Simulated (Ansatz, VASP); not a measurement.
## Two plane-wave programs on Zn2CdTe3

Contents of INCAR:

```
PREC = Accurate ; ENCUT = 600
EDIFF = 1E-6 ; ISMEAR = 0
SIGMA = 0.02 ; LREAL = F
LASPH = T ; NELM = 60
ALGO = Normal ; ISIF = 3
LWAVE = F ; LCHARG = F
GGA = PE ; IBRION = 2
NSW = 100 ; EDIFFG = -0.01
```

The input KPOINTS:

```
Automatic mesh
0
Gamma
  6 6 4
```

The input POSCAR:

```
Zn2CdTe3
1.0
    4.4672940000      0.0000000000      0.0000000000
   -2.2336470000      3.8687901000      0.0000000000
    0.0000000000      0.0000000000     11.0010090000
Zn Cd Te
2 1 3
Direct
    0.3333333000      0.6666667000      0.6604900000
    0.6666667000      0.3333333000      0.3406080000
    0.0000000000      0.0000000000      0.9964020000
    0.0000000000      0.0000000000      0.7375610000
    0.3333333000      0.6666667000      0.4171020000
    0.6666667000      0.3333333000      0.0978370000
```

Input for Ansatz:

```yaml
crystal:
  lattice:
    - [4.467294, 0.0, 0.0]
    - [-2.233647, 3.8687901, 0.0]
    - [0.0, 0.0, 11.001009]
  atoms:
    - { symbol: Zn, position: [0.3333333, 0.6666667, 0.66049] }
    - { symbol: Zn, position: [0.6666667, 0.3333333, 0.340608] }
    - { symbol: Cd, position: [0.0, 0.0, 0.996402] }
    - { symbol: Te, position: [0.0, 0.0, 0.737561] }
    - { symbol: Te, position: [0.3333333, 0.6666667, 0.417102] }
    - { symbol: Te, position: [0.6666667, 0.3333333, 0.097837] }
basis:
  ecutwfc: 420
kpoints:
  mp_grid: { grid: [6, 6, 4] }
hamiltonian:
  xc: pbe
scf:
  occupations: { method: gaussian, width: 0.02 }
output:
  forces: true
  stress: true
  eigenvalues: true
relax:
  adjacent_minimum: "off"
  f_tol: 0.01
  max_steps: 80
  cell: { stress_tol: 0.05 }
```

Alike in both runs: task relaxation of cell and atoms; functional PBE; k mesh 6 × 6 × 4; occupations gaussian, width 0.02 eV; no spin polarisation.

|  | VASP | Ansatz |
| --- | --- | --- |
| version | VASP 6.6.1 | Ansatz 0.2.0 |
| potentials or method | VASP PAW PBE potentials, release 64 (Zn, Cd, Te), cutoff 600 eV | scalar-relativistic, plane waves, PAW |
| valence electrons in the cell | 54 | 92 |

|  | VASP | Ansatz | Ansatz less VASP |
| --- | --- | --- | --- |
| gap on the k mesh at the Fermi level, each at its own relaxed structure (eV) | 0.70 | 0.71 | +0.011 |
| relaxed volume (Å³/atom) | 31.75 | 31.69 | -0.057 |
| relaxed cell length with the largest relative difference (Å) | 11.008 | 11.001 | -0.0067 |

VASP's potentials hold 54 valence electrons a cell and Ansatz's 92, so a difference there can come from the potentials and not from the codes.

Spin-orbit coupling is off throughout.
